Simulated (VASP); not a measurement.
Set up this calculation in VASP 6.6.1, as the native input.

* Task: single point
* Functional: PBE
* Potentials or basis: VASP PAW PBE potentials, release 64 (Te, Pb_d, Se)
* Cutoff: 520 eV
* k mesh: 12 × 12 × 4
* Occupations: gaussian, width 0.02 eV
* Spin: no spin polarisation
* Dipole correction: no
* Further INCAR settings: ALGO = Normal; EDIFF = 1e-06; NBANDS = 39

The structure of TePb3Se2 lies in POSCAR:

```
TePb3Se2
1.0
    4.4778501879      0.0000000000      0.0000000000
   -2.2389250940      3.8779320170      0.0000000000
    0.0000000000      0.0000000000     10.9713539646
Te Pb Se
1 3 2
Direct
    0.0000000000      0.0000000000      0.5000000000
    0.3333333333      0.6666666667      0.6808210027
    0.6666666667      0.3333333333      0.3191789973
    0.0000000000      0.0000000000      0.0000000000
    0.3333333333      0.6666666667      0.1602731123
    0.6666666667      0.3333333333      0.8397268877
```

One way to write it, as run:

INCAR

```
ALGO = Normal ; EDIFF = 1E-6
ENCUT = 520 ; GGA = PE
ISIF = 2 ; ISMEAR = 0
LASPH = T ; LCHARG = T
LELF = T ; LREAL = F
LVHAR = T ; LWAVE = F
NBANDS = 39 ; NELM = 60
PREC = Accurate ; SIGMA = 0.02
```

KPOINTS

```
k-points
0
Gamma
  12 12 4
```

Potentials or basis: VASP PAW PBE potentials, release 64 (Te, Pb_d, Se).

Run with:

```bash
$ cat potpaw_PBE.64/Te/POTCAR potpaw_PBE.64/Pb_d/POTCAR potpaw_PBE.64/Se/POTCAR > POTCAR
$ mpirun -np 1 vasp_std > vasp.out
```

Results of the run:

```yaml
Pressure: 0.0 GPa
Band_gap_on_the_k_mesh: 0.57 eV (least direct gap 0.58 eV)
```

Caveat: spin-orbit coupling is left out, which moves the levels of the heavy elements.

Run time: 18 min on 1 thread of Intel Xeon 8259CL, with other jobs on the host, peak memory 0.63 GiB.
